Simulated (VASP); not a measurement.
**SnSe2: single point with PBE**

The system is SnSe2.

```
Sn Se
1.0
     3.75383    0.00000    0.00000
    -1.87692    3.25092    0.00000
     0.00000    0.00000    6.04495
Sn Se
1 2
Direct
  0.00000 0.00000 0.00000
  0.33333 0.66667 0.25000
  0.66667 0.33333 0.75000
```

This cell differs from its parent crystal: strain -0.015 along x and y, -0.015 along z.

* Program: VASP 6.6.1
* Task: single point
* Functional: PBE
* Potentials or basis: VASP PAW PBE potentials, release 64 (Sn_d, Se)
* Cutoff: 520 eV
* k mesh: 12 × 12 × 6
* Occupations: gaussian, width 0.05 eV
* Spin: no spin polarisation
* Dipole correction: no
* Further INCAR settings: ALGO = Normal; EDIFF = 1e-06; NBANDS = 20

- Pressure: 9.4 GPa
- Largest force: 1.223 eV/Å
- Band gap on the k mesh: 0.76 eV, indirect (least direct gap 1.30 eV)

Forces in eV/Å, atoms in the order of the input:
```
Sn   0.000  0.000  0.000
Se   0.000  0.000  1.223
Se   0.000  0.000 -1.223
```

Stress tensor (GPa, compression positive):
```
 9.03  0.00  0.00
 0.00  9.03  0.00
 0.00  0.00 10.26
```

Levels at points of the mesh, in eV from the valence-band top:
```csv
k point,band 10,band 11,band 12,band 13,band 14,band 15,band 16,band 17
"(0.00, 0.00, 0.00)",-0.77,-0.45,-0.45,-0.03,1.27,2.95,4.70,4.70
"(0.50, 0.00, 0.00)",-3.14,-2.87,-1.36,-0.36,1.18,3.79,5.35,5.53
"(0.00, 0.00, 0.50)",-0.87,-0.87,-0.28,-0.28,2.64,2.96,4.40,4.40
"(0.50, 0.00, 0.50)",-2.69,-2.12,-0.95,-0.79,0.89,4.23,4.78,5.72
```

Run time: 82 s on 1 thread of AMD EPYC 9R45 96-Core Processor (Zen 5), with other jobs on the host, peak memory 0.25 GiB.

Caveat: the cell differs from its parent crystal (strain -0.015 along x and y, -0.015 along z); spin-orbit coupling is left out, which moves the levels of the heavy elements; this functional lacks dispersion, which binds the layers, so the pressure and a relaxed spacing across them are unreliable; forces of over 1 eV/Å act on the atoms, so gaps and moduli don't describe the material at rest. A k mesh can miss the band edges.
